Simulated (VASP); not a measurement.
# Sn (Im-3m) in VASP: notebook, part 2 of 2

VASP 6.6.1. The steps go on from the part before.

**3. Single point, revPBE**

INCAR reads:

```
ALGO = Normal ; EDIFF = 1E-6
ENCUT = 500 ; GGA = RE
GGA_COMPAT = False ; ISIF = 2
ISMEAR = -1 ; LASPH = True
LCHARG = False ; LREAL = False
LWAVE = False ; NBANDS = 13
NELM = 120 ; PREC = Accurate
SIGMA = 0.05
```

KPOINTS reads:

```
k-points
0
Gamma
  10 10 10
```

POSCAR reads:

```
Sn
1.0
   -1.8946518192      1.8946518192      1.8946518192
    1.8946518192     -1.8946518192      1.8946518192
    1.8946518192      1.8946518192     -1.8946518192
Sn
1
Direct
    0.0000000000      0.0000000000      0.0000000000
```

Potentials or basis: VASP PAW PBE potentials, release 64 (Sn_d).

On the command line:

```
$ cat potpaw_PBE.64/Sn_d/POTCAR > POTCAR
$ mpirun -np 1 vasp_std > vasp.out
```

OUTCAR:

```text
EDIFF = 1E-6
   ENCUT = 500
   GGA = RE
   ISIF = 2
   ISMEAR = -1
   LASPH = True
   LREAL = False
   NELM = 120
   PREC = Accurate

 ion  position               nearest neighbor table
   1  0.000  0.000  0.000-

  LATTYP: Found a body centered cubic cell.
 ALAT       =     3.7893036384

  Lattice vectors:

 A1 = (  -1.8946518192,   1.8946518192,   1.8946518192)
 A2 = (   1.8946518192,  -1.8946518192,   1.8946518192)
 A3 = (   1.8946518192,   1.8946518192,  -1.8946518192)

Analysis of symmetry for initial positions (statically):
=====================================================================
 Subroutine PRICEL returns:
 Original cell was already a primitive cell.

 Routine SETGRP: Setting up the symmetry group for a
 body centered cubic supercell.

 Subroutine GETGRP returns: Found 48 space group operations
[... 9 lines left out ...]

 Routine SETGRP: Setting up the symmetry group for a
 body centered cubic supercell.

 Subroutine GETGRP returns: Found 48 space group operations
[... 11 lines left out ...]
                                     Primitive cell

  volume of cell :      27.2050

  direct lattice vectors                    reciprocal lattice vectors
    -1.894651819  1.894651819  1.894651819     0.000000000  0.263900731  0.263900731
     1.894651819 -1.894651819  1.894651819     0.263900731  0.000000000  0.263900731
     1.894651819  1.894651819 -1.894651819     0.263900731  0.263900731  0.000000000

  length of vectors
     3.281633214  3.281633214  3.281633214     0.373211993  0.373211993  0.373211993

  position of ions in fractional coordinates (direct lattice)
     0.000000000  0.000000000  0.000000000

  ion indices of the primitive-cell ions
   primitive index   ion index
                 1           1

----------------------------------------------------------------------------------------

 KPOINTS: k-points

Automatic generation of k-mesh.
 Grid dimensions read from file:
 generate k-points for:   10   10   10

[... 82 lines left out ...]
     AMIX     =   0.40;   BMIX     =  1.00
     AMIX_MAG =   1.60;   BMIX_MAG =  1.00
  volume/ion in A,a.u.               =      27.20       183.59
  Fermi-wavevector in a.u.,A,eV,Ry     =   1.311902  2.479136 23.416813  1.721087
  Thomas-Fermi vector in A             =   2.442332
   LORBIT       =      0    0 simple, 1 ext, 2 COOP (PROOUT), +10 PAW based schemes
   GGA     = RE    functional components
   LHFCALC =     F    Hartree Fock is set to
   AEXX    =    0.0000 exact exchange contribution
   IVDW    =     0    specifies the selected vdW correction
   LEPSILON=     F    determine dielectric tensor
   LRPA    =     F    only Hartree local field effects (RPA)
 non-spin polarized calculation
  energy-cutoff  :      500.00
  volume of cell :       27.20
 maximum number of plane-waves:       706
   NGX = 11   NGY = 11   NGZ = 11

 number of electron      13.9999996 magnetization

 Free energy of the ion-electron system (eV)
  ---------------------------------------------------
  ext. energy  EPLUGINS =         0.00000000
  ---------------------------------------------------
  free energy    TOTEN  =        -3.45127487 eV

  energy without entropy =       -3.44403382  energy(sigma->0) =       -3.44765435

 E-fermi :   8.1409     XC(G=0): -10.3081

 val. band max:        8.0703919033   @ k =   0.2000   0.2000   0.0000
 cond. band min:       8.1510664646   @ k =   0.3000   0.0000   0.0000
 fundamental gap:      0.0806745613
 Fermi energy:         8.1408685620

 k-point     1 :       0.0000    0.0000    0.0000
  band No.  band energies     occupation
      1     -13.4581      2.00000
      2     -13.4581      2.00000
      3     -13.4581      2.00000
      4     -13.3216      2.00000
      5     -13.3216      2.00000
      6      -2.9078      2.00000
      7      16.1669      0.00000
      8      16.1669      0.00000
      9      16.1669      0.00000
     10      20.2430      0.00000
     11      20.2430      0.00000
     12      20.2430      0.00000
     13      20.8633      0.00000
[... 354 lines left out ...]
  band No.  band energies     occupation
      1     -13.4658      2.00000
      2     -13.4213      2.00000
      3     -13.3534      2.00000
      4     -13.3301      2.00000
      5     -13.3182      2.00000
      6      -0.7303      2.00000
      7       8.3319      0.04291
      8      12.0266      0.00000
      9      13.3303      0.00000
     10      17.1515      0.00000
     11      18.1419      0.00000
     12      19.1192      0.00000
     13      24.9249      0.00000

 [... further k-points ...]
[... 5 lines left out ...]
  --------------------------------------------------------------------------------------
  -------------------------------------------------------------------------------------
  Total        0.2681970      0.2681970      0.2681970      0.0000000      0.0000000     -0.0000000
  in kB       15.7948781     15.7948781     15.7948781      0.0000000      0.0000000     -0.0000000
  external PRESSURE =      15.7948781 kB  Pullay stress =       0.0000000 kB

 VOLUME and BASIS-vectors are now :
 -----------------------------------------------------------------------------
  energy-cutoff  :      500.00
  volume of cell :       27.20
      direct lattice vectors                 reciprocal lattice vectors
    -1.894651819  1.894651819  1.894651819     0.000000000  0.263900731  0.263900731
     1.894651819 -1.894651819  1.894651819     0.263900731  0.000000000  0.263900731
     1.894651819  1.894651819 -1.894651819     0.263900731  0.263900731  0.000000000

 POSITION                                       TOTAL-FORCE (eV/Angst)
 -----------------------------------------------------------------------------------
      0.00000      0.00000      0.00000         0.000000      0.000000      0.000000
 -----------------------------------------------------------------------------------
    total drift:                               -0.000000      0.000000     -0.000000

  FREE ENERGIE OF THE ION-ELECTRON SYSTEM (eV)
  ---------------------------------------------------
  free  energy   TOTEN  =        -3.4512748724 eV

  energy  without entropy=       -3.4440338192  energy(sigma->0) =       -3.44765435
```

It took 13 s on 1 thread of Intel Xeon 8259CL, shared host; peak memory 0.14 GiB.

Results:

```
Free energy            : -3.4513 eV
Pressure               : 1.6 GPa
Band gap on the k mesh : zero (band 7 reaches 16.17 eV, above the bottom of band 8 at 5.88 eV)
```

Caveat: the PAW data sets were made with another functional, which shifts forces and pressure a little; spin-orbit coupling is left out, which moves the levels of the heavy elements.

**4. Single point, BLYP**

INCAR reads:

```
SYSTEM = Sn
PREC = Accurate
ENCUT = 500
EDIFF = 1E-6
ISMEAR = -1
SIGMA = 0.05
LREAL = .False.
LASPH = .True.
NELM = 120
ALGO = Normal
ISIF = 2
LWAVE = .False.
LCHARG = .True.
GGA = B5
ALDAX = 1.0
AGGAX = 1.0
AGGAC = 1.0
ALDAC = 0.0
LELF = .True.
LVHAR = .True.
NBANDS = 13
GGA_COMPAT = .False.
```

KPOINTS reads:

```
regular mesh
0
Gamma
  10 10 10
  0 0 0
```

POSCAR is that of step 3.

On the command line:

```
$ cat potpaw_PBE.64/Sn_d/POTCAR > POTCAR
$ mpirun -np 1 vasp_std > vasp.out
```

Wall time 23 s (1 thread of Intel Xeon 8259CL, shared host); peak memory 0.14 GiB.

Results (log left out):

```yaml
Free_energy: -2.8774 eV
Pressure: 5.4 GPa
Band_gap_on_the_k_mesh: zero (band 7 reaches 16.25 eV, above the bottom of band 8 at 6.38 eV)
```

Levels at points of the mesh, in eV from the Fermi level:
```csv
k point,band 4,band 5,band 6,band 7,band 8,band 9,band 10,band 11
"(0.00, 0.00, 0.00)",-21.38,-21.38,-11.05,7.73,7.73,7.73,12.46,12.46
"(0.50, 0.00, 0.00)",-21.38,-21.29,-6.50,-4.27,3.49,5.46,8.24,8.51
"(0.50, 0.50, 0.50)",-21.31,-21.31,-2.70,-0.47,-0.47,-0.47,4.24,4.24
```

Caveat: the PAW data sets were made with another functional, which shifts forces and pressure a little; spin-orbit coupling is left out, which moves the levels of the heavy elements.

**5. Summary**

| level | gap on the mesh (eV) | pressure (GPa) |
| --- | --- | --- |
| RPBE | none | 2.0 |
| revPBE | none | 1.6 |
| BLYP | none | 5.4 |

Alike in all rows: task single point; potentials or basis VASP PAW PBE potentials, release 64 (Sn_d); no spin polarisation; cell as given; k mesh 10 × 10 × 10; cutoff (eV) 500; smearing fermi-dirac 0.05 eV.

Every run on the cell as given and a fine mesh finds a metal. The pressure there spans 1.6 GPa (revPBE) to 5.4 GPa (BLYP); a positive pressure means that this level wants a larger cell, a negative one a smaller.

Caveats: the PAW data sets were made with another functional, which shifts forces and pressure a little; spin-orbit coupling is left out, which moves the levels of the heavy elements.

Absolute energies hang on the potentials; compare differences alone.
